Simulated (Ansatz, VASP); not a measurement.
## One calculation of Zn, two programs

```
CELL_PARAMETERS angstrom
2.66480 0.00000 0.00000
-1.33240 2.30778 0.00000
0.00000 0.00000 4.94670
ATOMIC_POSITIONS crystal
Zn 0.33333 0.66667 0.25000
Zn 0.66667 0.33333 0.75000
```

Alike in both runs: task electric field gradients; functional PBE; k mesh 14 × 14 × 7; occupations fermi-dirac, width 0.05 eV; no spin polarisation.

|  | VASP | Ansatz |
| --- | --- | --- |
| version | VASP 6.6.1 | Ansatz 0.2.0 |
| potentials or method | VASP PAW PBE potentials, release 64 (Zn) | plane-wave PAW, scalar-relativistic |
| plane-wave cutoff (eV) | 520 | 420 |
| valence electrons in the cell | 24 | 24 |

```tsv
	VASP	Ansatz	Ansatz less VASP
pressure (GPa)	0.0	-0.3	-0.32
traceless stress, the component that is largest in VASP (GPa)	-0.91	-0.77	+0.143
size of Vzz on the site where it differs most (V/Å²)	38.1	37.9	-0.18
```
